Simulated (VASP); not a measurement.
# Rb (Im-3m) in VASP: a series of runs, part 2 of 2

VASP 6.6.1.

## Step 3: Electric field gradients, PBE (volume scaled by 1.06)

File INCAR:

```
SYSTEM = Rb
PREC = Accurate
ENCUT = 520
EDIFF = 1E-8
ISMEAR = -1
SIGMA = 0.05
LREAL = .FALSE.
LASPH = .TRUE.
NELM = 100
ALGO = Normal
ISIF = 2
LWAVE = .FALSE.
LCHARG = .FALSE.
GGA = PE
LEFG = .TRUE.
NBANDS = 10
```

File KPOINTS:

```
regular mesh
0
G
  8 8 8
  0 0 0
```

File POSCAR:

```
Rb
1.0
   -2.8610335797      2.8610335797      2.8610335797
    2.8610335797     -2.8610335797      2.8610335797
    2.8610335797      2.8610335797     -2.8610335797
Rb
1
Direct
    0.0000000000      0.0000000000      0.0000000000
```

Potentials or basis: VASP PAW PBE potentials, release 64 (Rb_sv).

The run is started by

```console
$ cat potpaw_PBE.64/Rb_sv/POTCAR > POTCAR
$ mpirun -np 1 vasp_std > vasp.out
```

OUTCAR:

```text
SYSTEM = Rb
   PREC = Accurate
   ENCUT = 520
   EDIFF = 1E-8
   ISMEAR = -1
   LREAL = .FALSE.
   LASPH = .TRUE.
   NELM = 100
   ISIF = 2
   GGA = PE

 ion  position               nearest neighbor table
   1  0.000  0.000  0.000-

  LATTYP: Found a body centered cubic cell.
 ALAT       =     5.7220671594

  Lattice vectors:

 A1 = (  -2.8610335797,   2.8610335797,   2.8610335797)
 A2 = (   2.8610335797,  -2.8610335797,   2.8610335797)
 A3 = (   2.8610335797,   2.8610335797,  -2.8610335797)

Analysis of symmetry for initial positions (statically):
=====================================================================
 Subroutine PRICEL returns:
 Original cell was already a primitive cell.

 Routine SETGRP: Setting up the symmetry group for a
 body centered cubic supercell.

 Subroutine GETGRP returns: Found 48 space group operations
 (whereof 48 operations were pure point group operations)
 out of a pool of 48 trial point group operations.

The static configuration has the point symmetry O_h .

Analysis of symmetry for dynamics (positions and initial velocities):
=====================================================================
 Subroutine PRICEL returns:
 Original cell was already a primitive cell.

 Routine SETGRP: Setting up the symmetry group for a
 body centered cubic supercell.

 Subroutine GETGRP returns: Found 48 space group operations
 (whereof 48 operations were pure point group operations)
 out of a pool of 48 trial point group operations.

The dynamic configuration has the point symmetry O_h .

 Subroutine INISYM returns: Found 48 space group operations
 (whereof 48 operations are pure point group operations),
 and found     1 'primitive' translations

----------------------------------------------------------------------------------------

                                     Primitive cell

  volume of cell :      93.6761

  direct lattice vectors                    reciprocal lattice vectors
    -2.861033580  2.861033580  2.861033580     0.000000000  0.174762017  0.174762017
     2.861033580 -2.861033580  2.861033580     0.174762017  0.000000000  0.174762017
     2.861033580  2.861033580 -2.861033580     0.174762017  0.174762017  0.000000000

  length of vectors
     4.955455522  4.955455522  4.955455522     0.247150815  0.247150815  0.247150815

  position of ions in fractional coordinates (direct lattice)
     0.000000000  0.000000000  0.000000000

  ion indices of the primitive-cell ions
   primitive index   ion index
                 1           1

----------------------------------------------------------------------------------------

 KPOINTS: regular mesh

Automatic generation of k-mesh.
 Grid dimensions read from file:
 generate k-points for:    8    8    8

 Generating k-lattice:

[... 62 lines left out ...]
   LREAL  =      F    real-space projection
   EDIFFG = 0.1E-06   stopping-criterion for IOM
   NSW    =      0    number of steps for IOM
   IBRION =     -1    ionic relax: 0-MD 1-quasi-New 2-CG
   NFREE  =      0    steps in history (QN), initial steepest desc. (CG)
   ISIF   =      2    stress and relaxation
   ISYM   =      2    0-nonsym 1-usesym 2-fastsym
   POTIM  = 0.5000    time-step for ionic-motion
   TEBEG  =    0.0;   TEEND  =   0.0 temperature during run
   PSTRESS=    0.0 pullay stress
   NELECT =       9.0000    total number of electrons
   NUPDOWN=      -1.0000    fix difference up-down
   EMIN   =  10.00;   EMAX   =-10.00  energy-range for DOS
   EFERMI =   0.00;   METHOD = LEGACY
   ISMEAR =    -1;   SIGMA  =   0.05  broadening in eV -4-tet -1-fermi 0-gaus
   EFERMI_NEDOS =   21; number of points for ismear=-14 and -15
   IALGO  =     38    algorithm
   IMIX   =      4    mixing-type and parameters
     AMIX     =   0.40;   BMIX     =  1.00
     AMIX_MAG =   1.60;   BMIX_MAG =  1.00
  volume/ion in A,a.u.               =      93.68       632.16
  Fermi-wavevector in a.u.,A,eV,Ry     =   0.749801  1.416919  7.649217  0.562202
  Thomas-Fermi vector in A             =   1.846405
   LORBIT       =      0    0 simple, 1 ext, 2 COOP (PROOUT), +10 PAW based schemes
   GGA     = PE    functional components
   LHFCALC =     F    Hartree Fock is set to
   AEXX    =    0.0000 exact exchange contribution
   IVDW    =     0    specifies the selected vdW correction
   LEPSILON=     F    determine dielectric tensor
   LRPA    =     F    only Hartree local field effects (RPA)
 non-spin polarized calculation
  energy-cutoff  :      520.00
  volume of cell :       93.68
 maximum number of plane-waves:      2550
 NGX is ok and might be reduce to    40
   NGX = 19   NGY = 19   NGZ = 19

 number of electron       9.0000000 magnetization

 Free energy of the ion-electron system (eV)
  ---------------------------------------------------
  ext. energy  EPLUGINS =         0.00000000
  ---------------------------------------------------
  free energy    TOTEN  =        -0.93502558 eV

  energy without entropy =       -0.92433796  energy(sigma->0) =       -0.92968177

 E-fermi :  -0.0312     XC(G=0):  -5.3971

 val. band max:       -0.0729918194   @ k =   0.2500   0.2500   0.0000
 cond. band min:       0.0271615620   @ k =   0.3750   0.1250   0.0000
 fundamental gap:      0.1001533814
 Fermi energy:        -0.0311696465

 k-point     1 :       0.0000    0.0000    0.0000
  band No.  band energies     occupation
      1     -28.9697      2.00000
      2     -13.0146      2.00000
      3     -13.0146      2.00000
      4     -13.0146      2.00000
      5      -1.9856      2.00000
      6       3.5995      0.00000
      7       3.5995      0.00000
      8       3.5995      0.00000
      9       4.5137      0.00000
     10       4.5137      0.00000
[... 287 lines left out ...]
 k-point    24 :      -0.3750    0.3750    0.2500
  band No.  band energies     occupation
      1     -28.9651      2.00000
      2     -13.0790      2.00000
      3     -13.0558      2.00000
      4     -13.0469      2.00000
      5       0.0589      0.28325
      6       1.6394      0.00000
      7       2.8285      0.00000
      8       2.8697      0.00000
      9       3.8941      0.00000
     10       5.0386      0.00000

 [... further k-points ...]
[... 5 lines left out ...]
  --------------------------------------------------------------------------------------
  -------------------------------------------------------------------------------------
  Total       -0.0384587     -0.0384587     -0.0384587     -0.0000000      0.0000000     -0.0000000
  in kB       -0.6577731     -0.6577731     -0.6577731     -0.0000000      0.0000000     -0.0000000
  external PRESSURE =      -0.6577731 kB  Pullay stress =       0.0000000 kB

 VOLUME and BASIS-vectors are now :
 -----------------------------------------------------------------------------
  energy-cutoff  :      520.00
  volume of cell :       93.68
      direct lattice vectors                 reciprocal lattice vectors
    -2.861033580  2.861033580  2.861033580     0.000000000  0.174762017  0.174762017
     2.861033580 -2.861033580  2.861033580     0.174762017  0.000000000  0.174762017
     2.861033580  2.861033580 -2.861033580     0.174762017  0.174762017  0.000000000

 POSITION                                       TOTAL-FORCE (eV/Angst)
 -----------------------------------------------------------------------------------
      0.00000      0.00000      0.00000        -0.000000     -0.000000     -0.000000
 -----------------------------------------------------------------------------------
    total drift:                                0.000000      0.000000     -0.000000

  FREE ENERGIE OF THE ION-ELECTRON SYSTEM (eV)
  ---------------------------------------------------
  free  energy   TOTEN  =        -0.9350255798 eV

  energy  without entropy=       -0.9243379552  energy(sigma->0) =       -0.92968177

 Electric field gradients (V/A^2)
---------------------------------------------------------------------
 ion       V_xx      V_yy      V_zz      V_xy      V_xz      V_yz
---------------------------------------------------------------------
   1      -0.000     0.000    -0.000    -0.000    -0.000    -0.000
---------------------------------------------------------------------

 Electric field gradients after diagonalization (V/A^2)
 (convention: |V_zz| > |V_xx| > |V_yy|)
----------------------------------------------------------------------
 ion       V_xx      V_yy      V_zz     asymmetry (V_yy - V_xx)/ V_zz
----------------------------------------------------------------------
   1       0.000     0.000    -0.000       0.000
----------------------------------------------------------------------

           NMR quadrupolar parameters

 Cq : quadrupolar parameter    Cq=e*Q*V_zz/h
 eta: asymmetry parameters     (V_yy - V_xx)/ V_zz
 Q  : nuclear electric quadrupole moment in mb (millibarn)
----------------------------------------------------------------------
 ion       Cq(MHz)       eta       Q (mb)
----------------------------------------------------------------------
   1      -0.000       0.000       1.000
----------------------------------------------------------------------
```

stdout:

```text
POSCAR found type information on POSCAR Rb
 POSCAR found :  1 types and       1 ions
 scaLAPACK will be used
 LDA part: xc-table for (Slater+PW92), standard interpolation
 POSCAR, INCAR and KPOINTS ok, starting setup
 FFT: planning ... GRIDC
 FFT: planning ... GRID_SOFT
 FFT: planning ... GRID
 WAVECAR not read
 entering main loop
ion   1
```

It took 17 s on 1 thread of Intel Xeon Platinum 8488C (Sapphire Rapids), shared host; peak memory 0.23 GiB.

What came out:

| Property | Result |
| --- | --- |
| Free energy | -0.9350 eV |
| Pressure | -0.1 GPa |

Levels at points of the mesh, in eV from the Fermi level:
| k point | band 2 | band 3 | band 4 | band 5 | band 6 | band 7 |
| --- | --- | --- | --- | --- | --- | --- |
| (0.00, 0.00, 0.00) | -12.98 | -12.98 | -12.98 | -1.95 | 3.63 | 3.63 |
| (0.50, 0.00, 0.00) | -13.07 | -13.01 | -12.98 | 0.22 | 0.74 | 2.56 |
| (0.50, 0.50, 0.50) | -13.05 | -13.05 | -13.05 | 1.26 | 1.26 | 3.16 |

Caveat: without QUAD_EFG the Cq values of the log hold for a quadrupole moment of 1 mb, not for the nuclei.
